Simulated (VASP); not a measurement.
A run of VASP 6.6.1 is set up as follows.

The input INCAR:

```
PREC = Accurate
ENCUT = 520
EDIFF = 1E-8
ISMEAR = -1
SIGMA = 0.03
LREAL = False
LASPH = True
NELM = 60
ALGO = Normal
ISIF = 2
LWAVE = False
LCHARG = False
GGA = PE
LEFG = True
NBANDS = 14
```

File KPOINTS:

```
Automatic mesh
0
Gamma
  7 7 7
```

The input POSCAR:

```
NaCl
1.0
    0.0000000000      2.8317500000      2.8317500000
    2.8317500000      0.0000000000      2.8317500000
    2.8317500000      2.8317500000      0.0000000000
Na Cl
1 1
Direct
    0.0000000000      0.0000000000      0.0000000000
    0.5050972014      0.5050972014      0.5050972014
```

Potentials or basis: VASP PAW PBE potentials, release 64 (Na_pv, Cl).

Command:

```console
$ cat potpaw_PBE.64/Na_pv/POTCAR potpaw_PBE.64/Cl/POTCAR > POTCAR
$ mpirun -np 1 vasp_std > vasp.out
```

Problem. Predict the band gap on the k mesh.

Solution. 5.06 eV, direct.

Problem. Estimate the largest force.

Solution. 0.065 eV/Å.

Problem. What does it give for the pressure?

Solution. 0.4 GPa.

Forces in eV/Å, atoms in the order of the input:
```
Na   0.037  0.037  0.037
Cl  -0.037 -0.037 -0.037
```

Caveat: the cell differs from its parent crystal (atom 2 (Cl) moved by [0.028868, 0.028868, 0.028868] A); without QUAD_EFG the Cq values of the log hold for a quadrupole moment of 1 mb, not for the nuclei.
